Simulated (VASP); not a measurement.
Be3Bi2, 5 atoms in the cell. The structure is trigonal, space group P-3m1 (No. 164). Conventional cell: a = 3.979 Å, b = 3.979 Å, c = 6.983 Å, α = 90.00°, β = 90.00°, γ = 120.00°. Be (site symmetry -3m) has 6 Bi at 2.76 Å within 3.6 Å. Within 3.3 Å of Be (site symmetry 3m) lie 4 Bi at 2.47 to 2.72 Å and 3 Be at 2.51 Å. Within 3.3 Å of Bi (site symmetry 3m) lie 7 Be at 2.47 to 2.76 Å. The cell was generated, and may not be a known phase.

* Program: VASP 6.6.1
* Task: single point
* Functional: PBE
* Potentials or basis: VASP PAW PBE potentials, release 64 (Be, Bi_d)
* Cutoff: 520 eV
* k mesh: 6 × 6 × 4
* Occupations: gaussian, width 0.1 eV
* Spin: no spin polarisation
* Dipole correction: no
* Further INCAR settings: ALGO = Fast; EDIFF = 1e-07; NBANDS = 26

Potentials or basis: VASP PAW PBE potentials, release 64 (Be, Bi_d).

The run is started by

```sh
$ cat potpaw_PBE.64/Be/POTCAR potpaw_PBE.64/Bi_d/POTCAR > POTCAR
$ mpirun -np 1 vasp_std > vasp.out
```

Hardware: 1 thread of Intel(R) Xeon(R) Platinum 8259CL CPU @ 2.50GHz (Skylake/Cascade Lake), on a shared host.

**Question.** Estimate the wall time of this run.

**Answer.** Run time: 84 s on 1 thread of Intel(R) Xeon(R) Platinum 8259CL CPU @ 2.50GHz (Skylake/Cascade Lake) (shared host), peak memory 0.23 GiB. Counts: scf iterations 15, k points 24.
